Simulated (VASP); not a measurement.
Here is a VASP 6.6.1 calculation.

The input INCAR:

```
PREC = Accurate
ENCUT = 520
EDIFF = 1E-6
ISMEAR = 0
SIGMA = 0.01
LREAL = False
LASPH = True
NELM = 100
ALGO = Normal
ISIF = 2
LWAVE = False
LCHARG = False
NBANDS = 20
```

The input KPOINTS:

```
Automatic mesh
0
Gamma
  3 3 3
```

POSCAR

```
CdBr2
1.0
    1.9750000000      1.1402667800      6.2233333300
   -1.9750000000      1.1402667800      6.2233333300
    0.0000000000     -2.2805335600      6.2233333300
Cd Br
1 2
Direct
    0.0000000000      0.0000000000      0.0000000000
    0.2500000000      0.2500000000      0.2500000000
    0.7500000000      0.7500000000      0.7500000000
```

Potentials or basis: VASP PAW LDA potentials, release 64 (Cd, Br).

Command:

```sh
$ cat potpaw_LDA.64/Cd/POTCAR potpaw_LDA.64/Br/POTCAR > POTCAR
$ mpirun -np 1 vasp_std > vasp.out
```

What does it give for the band gap on the k mesh?

2.62 eV, indirect (least direct gap 2.74 eV).

Predict the pressure.

-0.6 GPa.

Estimate the largest force.

0.106 eV/Å.

Forces on the atoms (eV/Å):
```
Cd   0.000  0.000  0.000
Br   0.000  0.000  0.106
Br   0.000  0.000 -0.106
```

Caveat: the k points lie up to 0.62 Å⁻¹ apart. A k mesh can miss the band edges.
